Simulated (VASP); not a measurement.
Input of a VASP 6.6.1 run:

The input POSCAR:

```
Ti2C3
1.0
    2.8687352736      0.0000000000      0.0000000000
   -1.4343676368      2.4843976236      0.0000000000
    0.0000000000      0.0000000000      6.3336965624
Ti C
2 3
Direct
    0.3333333333      0.6666666667      0.1911430425
    0.6666666667      0.3333333333      0.8088569575
    0.0000000000      0.0000000000      0.0000000000
    0.3333333333      0.6666666667      0.5420484321
    0.6666666667      0.3333333333      0.4579515679
```

Contents of INCAR.step1:

```
PREC     = Accurate       # precision mode
ENCUT    = 520            # plane-wave cutoff, eV
ISMEAR   = 0              # smearing method
SIGMA    = 0.1            # smearing width, eV
LREAL    = False          # projectors in reciprocal space
LASPH    = True           # aspherical terms in the spheres
NELM     = 60             # most SCF steps
NBANDS   = 26             # bands
GGA      = PE             # functional
ALGO     = Normal         # electronic algorithm
EDIFF    = 1E-4           # SCF threshold, eV
LWAVE    = True           # write WAVECAR
LCHARG   = False          # write CHGCAR
```

File INCAR.step2:

```
PREC     = Accurate       # precision mode
ENCUT    = 520            # plane-wave cutoff, eV
EDIFF    = 1E-6           # SCF threshold, eV
ISMEAR   = 0              # smearing method
SIGMA    = 0.1            # smearing width, eV
LREAL    = False          # projectors in reciprocal space
LASPH    = True           # aspherical terms in the spheres
NELM     = 60             # most SCF steps
ALGO     = Normal         # electronic algorithm
ISIF     = 2              # what is computed and relaxed
LWAVE    = False          # write WAVECAR
LCHARG   = False          # write CHGCAR
METAGGA  = R2SCAN         # meta-GGA
LMIXTAU  = True         
NBANDS   = 26             # bands
ISTART   = 1
```

Contents of KPOINTS:

```
regular mesh
0
Gamma
  18 18 6
```

Potentials or basis: VASP PAW PBE potentials, release 64 (Ti_sv, C).

Run with:

```sh
$ cat potpaw_PBE.64/Ti_sv/POTCAR potpaw_PBE.64/C/POTCAR > POTCAR
$ cp INCAR.step1 INCAR
$ mpirun -np 1 vasp_std > vasp.out
$ cp INCAR.step2 INCAR
$ mpirun -np 1 vasp_std > vasp.out
```

Estimate the pressure.

1.1 GPa.

Estimate the band gap on the k mesh.

zero (bands 18 and 19 overlap by 0.67 eV).

Predict the largest force.

0.034 eV/Å.

Forces in eV/Å, atoms in the order of the input:
```
Ti   0.000  0.000  0.034
Ti   0.000  0.000 -0.034
C    0.000  0.000  0.000
C    0.000  0.000  0.018
C    0.000  0.000 -0.018
```

Caveat: the PAW data sets were made with another functional, which shifts forces and pressure a little.
